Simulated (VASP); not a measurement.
# MgO (Periclase) (Fm-3m) in VASP: vibrations by perturbation theory with PBEsol

Aim: the vibrations by perturbation theory of MgO (Periclase) with PBEsol.

Everything below comes from runs of VASP 6.6.1. Logs are shortened: lines on timing, memory, paths and dates and some standing lists are left out, and cuts for length are marked.

## 1. The cell of the first run

Symmetry: Fm-3m, No. 225, cubic system. Conventional cell: a = 4.214 Å, b = 4.214 Å, c = 4.214 Å, α = 90.00°, β = 90.00°, γ = 90.00°. Mg (site symmetry m-3m) has 6 O at 2.11 Å within 2.8 Å. O (site symmetry m-3m) has 6 Mg at 2.11 Å within 2.8 Å.

## 2. Vibrations by perturbation theory, PBEsol

The input, INCAR:

```
SYSTEM = MgO
ALGO = Normal ; EDIFF = 1E-8
ENCUT = 600 ; GGA = PS
GGA_COMPAT = .FALSE. ; IBRION = 8
ISIF = 2 ; ISMEAR = 0
LASPH = .TRUE. ; LCHARG = .TRUE.
LEPSILON = .TRUE. ; LREAL = .FALSE.
LWAVE = .FALSE. ; NBANDS = 11
NELM = 120 ; NSW = 1
PREC = Accurate ; SIGMA = 0.01
```

The input, KPOINTS:

```
k-points
0
G
  10 10 10
  0 0 0
```

The input, POSCAR:

```
MgO
1.0
    0.0000000000      2.1070991429      2.1070991429
    2.1070991429      0.0000000000      2.1070991429
    2.1070991429      2.1070991429      0.0000000000
Mg O
1 1
Direct
    0.0000000000      0.0000000000      0.0000000000
    0.5000000000      0.5000000000      0.5000000000
```

Potentials or basis: VASP PAW PBE potentials, release 64 (Mg, O).

Started as:

```bash
cat potpaw_PBE.64/Mg/POTCAR potpaw_PBE.64/O/POTCAR > POTCAR
mpirun -np 1 vasp_std > vasp.out
```

OUTCAR:

```text
SYSTEM = MgO
   EDIFF = 1E-8
   ENCUT = 600
   GGA = PS
   IBRION = 8
   ISIF = 2
   ISMEAR = 0
   LASPH = .TRUE.
   LEPSILON = .TRUE.
   LREAL = .FALSE.
   NELM = 120
   NSW = 1
   PREC = Accurate

 ion  position               nearest neighbor table
   1  0.000  0.000  0.000-   2 2.11   2 2.11   2 2.11   2 2.11   2 2.11   2 2.11
   2  0.500  0.500  0.500-   1 2.11   1 2.11   1 2.11   1 2.11   1 2.11   1 2.11

  LATTYP: Found a face centered cubic cell.
 ALAT       =     4.2141982858

  Lattice vectors:

 A1 = (   0.0000000000,   2.1070991429,   2.1070991429)
 A2 = (   2.1070991429,   0.0000000000,   2.1070991429)
 A3 = (   2.1070991429,   2.1070991429,   0.0000000000)

Analysis of symmetry for initial positions (statically):
[... 6 lines left out ...]

 Subroutine GETGRP returns: Found 48 space group operations
 (whereof 48 operations were pure point group operations)
 out of a pool of 48 trial point group operations.

The static configuration has the point symmetry O_h .

Analysis of symmetry for dynamics (positions and initial velocities):
[... 6 lines left out ...]

 Subroutine GETGRP returns: Found 48 space group operations
 (whereof 48 operations were pure point group operations)
 out of a pool of 48 trial point group operations.

The dynamic configuration has the point symmetry O_h .

 Subroutine INISYM returns: Found 48 space group operations
 (whereof 48 operations are pure point group operations),
 and found     1 'primitive' translations

----------------------------------------------------------------------------------------

                                     Primitive cell

  volume of cell :      18.7105

  direct lattice vectors                    reciprocal lattice vectors
     0.000000000  2.107099143  2.107099143    -0.237293058  0.237293058  0.237293058
     2.107099143  0.000000000  2.107099143     0.237293058 -0.237293058  0.237293058
     2.107099143  2.107099143  0.000000000     0.237293058  0.237293058 -0.237293058

  length of vectors
     2.979888185  2.979888185  2.979888185     0.411003633  0.411003633  0.411003633

  position of ions in fractional coordinates (direct lattice)
     0.000000000  0.000000000  0.000000000
     0.500000000  0.500000000  0.500000000

  ion indices of the primitive-cell ions
   primitive index   ion index
                 1           1
                 2           2

----------------------------------------------------------------------------------------

 KPOINTS: k-points

Automatic generation of k-mesh.
 Grid dimensions read from file:
 generate k-points for:   10   10   10

 Generating k-lattice:

  Cartesian coordinates                     Fractional coordinates (reciprocal lattice)
    -0.023729306  0.023729306  0.023729306     0.100000000  0.000000000  0.000000000
     0.023729306 -0.023729306  0.023729306     0.000000000  0.100000000  0.000000000
     0.023729306  0.023729306 -0.023729306     0.000000000  0.000000000  0.100000000

  Length of vectors
     0.041100363  0.041100363  0.041100363

  Shift w.r.t. Gamma in fractional coordinates (k-lattice)
     0.000000000  0.000000000  0.000000000

 Subroutine IBZKPT returns following result:
[... 471 lines left out ...]
 ------------------------------------------------------

 Free energy of the ion-electron system (eV)
  ---------------------------------------------------
  ---------------------------------------------------
  free energy    TOTEN  =        -0.12211680 eV

  energy without entropy =       -0.12211680

------------------------ aborting loop because EDIFF is reached ----------------------------------------

--------------------------------------- Ionic step        2  -------------------------------------------

------------------------ aborting loop because EDIFF is reached ----------------------------------------

--------------------------------------- Ionic step        3  -------------------------------------------

------------------------ aborting loop because EDIFF is reached ----------------------------------------

 PIEZOELECTRIC TENSOR FIELD DIRECTION 3  (e Angst)
 -----------------------------------------------------------------------------
    -0.00015  0.00000 -0.00000           ( -0.00001  0.00000 -0.00000)
     0.00000 -0.00015 -0.00000           (  0.00000 -0.00001  0.00000)
    -0.00000  0.00000 -0.00018           ( -0.00000  0.00000 -0.00001)

 PIEZOELECTRIC TENSOR FIELD DIRECTION 3  (C/m^2)
 -----------------------------------------------------------------------------
    -0.00013  0.00000 -0.00000
     0.00000 -0.00013 -0.00000
    -0.00000  0.00000 -0.00015

--------------------------------------- Ionic step        4  -------------------------------------------

------------------------ aborting loop because EDIFF is reached ----------------------------------------

[... ionic steps 5 to 6 ...]

--------------------------------------- Ionic step        7  -------------------------------------------

 Free energy of the ion-electron system (eV)
  ---------------------------------------------------
  ---------------------------------------------------
  free energy    TOTEN  =        -0.35791692 eV

  energy without entropy =       -0.35791692

------------------------ aborting loop because EDIFF is reached ----------------------------------------

 INTERNAL STRAIN TENSOR  FOR ION    2  DIRECTION 1   (eV/Angst):
 -----------------------------------------------------------------------------
    -0.00462 -0.00000  0.00000
     0.00000  0.00699 -0.00000
     0.00000 -0.00000  0.00699

 MACROSCOPIC STATIC DIELECTRIC TENSOR (including local field effects in DFT)
 ------------------------------------------------------
           3.168193     0.000000     0.000000
          -0.000000     3.168193     0.000000
          -0.000000    -0.000000     3.168193
 ------------------------------------------------------

 PIEZOELECTRIC TENSOR (including local field effects)  for field in x, y, z        (e  Angst)
          XX          YY          ZZ          XY          YZ          ZX
  --------------------------------------------------------------------------------
  x     0.00000     0.00000     0.00000     0.00000     0.00000     0.00000
  y     0.00000     0.00000     0.00000     0.00000     0.00000     0.00000
  z     0.00000     0.00000     0.00000     0.00000     0.00000     0.00000

 PIEZOELECTRIC TENSOR (including local field effects)  for field in x, y, z        (C/m^2)
          XX          YY          ZZ          XY          YZ          ZX
  --------------------------------------------------------------------------------
  x     0.00000     0.00000     0.00000     0.00000     0.00000     0.00000
  y     0.00000     0.00000     0.00000     0.00000     0.00000     0.00000
  z     0.00000     0.00000     0.00000     0.00000     0.00000     0.00000

 BORN EFFECTIVE CHARGES (including local field effects) (in |e|, cummulative output)
 ---------------------------------------------------------------------------------
 ion    1
    1     1.96647     0.00000    -0.00000
    2     0.00000     1.96647    -0.00000
    3    -0.00000     0.00000     1.96647
 ion    2
    1    -1.96647    -0.00000     0.00000
    2    -0.00000    -1.96647     0.00000
    3     0.00000    -0.00000    -1.96647

 INTERNAL STRAIN TENSOR FOR ION    2 for displacements in x,y,z  (eV/Angst):
          X           Y           Z          XY          YZ          ZX
  --------------------------------------------------------------------------------
  x     0.00000     0.00000     0.00000     0.00000     0.00000     0.00000
  y     0.00000     0.00000     0.00000     0.00000     0.00000     0.00000
  z     0.00000     0.00000     0.00000     0.00000     0.00000     0.00000

 SECOND DERIVATIVES (NOT SYMMETRIZED)
 ------------------------------------
               1X          1Y          1Z          2X          2Y          2Z
  1X    -5.384425    0.000000    0.000000    5.384425    0.000000    0.000000
  1Y     0.000000   -5.384425    0.000000    0.000000    5.384425    0.000000
  1Z     0.000000    0.000000   -5.384425    0.000000    0.000000    5.384425
  2X     5.408067    0.000000    0.000000   -5.408067    0.000000    0.000000
  2Y     0.000000    5.408067    0.000000    0.000000   -5.408067    0.000000
  2Z     0.000000    0.000000    5.408067    0.000000    0.000000   -5.408067

 Eigenvectors and eigenvalues of the dynamical matrix
 ----------------------------------------------------

   1 f  =   11.694092 THz    73.476145 2PiTHz  390.072914 cm-1    48.362856 meV
             X         Y         Z           dx          dy          dz
      0.000000  0.000000  0.000000     0.000000    0.629226    0.000000
      2.107099  2.107099  2.107099     0.000000   -0.777223    0.000000
[... 21 lines left out ...]
   6 f/i=    0.012528 THz     0.078718 2PiTHz    0.417899 cm-1     0.051813 meV
             X         Y         Z           dx          dy          dz
      0.000000  0.000000  0.000000     0.000000    0.000000    0.777223
      2.107099  2.107099  2.107099     0.000000    0.000000    0.629226

--------------------------------------------------------------------------------------------------------

 MACROSCOPIC STATIC DIELECTRIC TENSOR IONIC CONTRIBUTION
 ------------------------------------------------------
           6.930499     0.000000    -0.000000
           0.000000     6.930499    -0.000000
          -0.000000    -0.000000     6.930499
 ------------------------------------------------------

 ELASTIC MODULI CONTR FROM IONIC RELAXATION (kBar)
 Direction    XX          YY          ZZ          XY          YZ          ZX
 --------------------------------------------------------------------------------
 XX           0.0000      0.0000      0.0000      0.0000      0.0000      0.0000
 YY           0.0000      0.0000      0.0000      0.0000      0.0000      0.0000
 ZZ           0.0000      0.0000      0.0000      0.0000      0.0000      0.0000
 XY           0.0000      0.0000      0.0000      0.0000      0.0000      0.0000
 YZ           0.0000      0.0000      0.0000      0.0000      0.0000      0.0000
 ZX           0.0000      0.0000      0.0000      0.0000      0.0000      0.0000
 --------------------------------------------------------------------------------

 PIEZOELECTRIC TENSOR IONIC CONTR  for field in x, y, z        (C/m^2)
          XX          YY          ZZ          XY          YZ          ZX
  --------------------------------------------------------------------------------
  x     0.00000     0.00000     0.00000     0.00000     0.00000     0.00000
  y     0.00000     0.00000     0.00000     0.00000     0.00000     0.00000
  z     0.00000     0.00000     0.00000     0.00000     0.00000     0.00000
```

It took 1.8 min on 1 thread of Intel Xeon Platinum 8488C (Sapphire Rapids), shared host; peak memory 0.21 GiB.

What came out:

```
Electronic dielectric tensor (diagonal)                 : 3.17
Born charges (mean of the diagonal)                     : Mg +1.97; O -1.97 e
Highest phonon frequency at Γ, LO-TO splitting left out : 390 cm⁻¹
```

Phonon frequencies in cm⁻¹ (negative: imaginary):
```
              q point        frequencies
(0.000, 0.000, 0.000)  0 0 0 390 390 390
```

Electronic dielectric tensor:
```
3.17 0.00 0.00
0.00 3.17 0.00
0.00 0.00 3.17
```

Born effective charge tensors (e):
atom 1, Mg
```
1.97 0.00 0.00
0.00 1.97 0.00
0.00 0.00 1.97
```
atom 2, O
```
-1.97  0.00  0.00
 0.00 -1.97  0.00
 0.00  0.00 -1.97
```
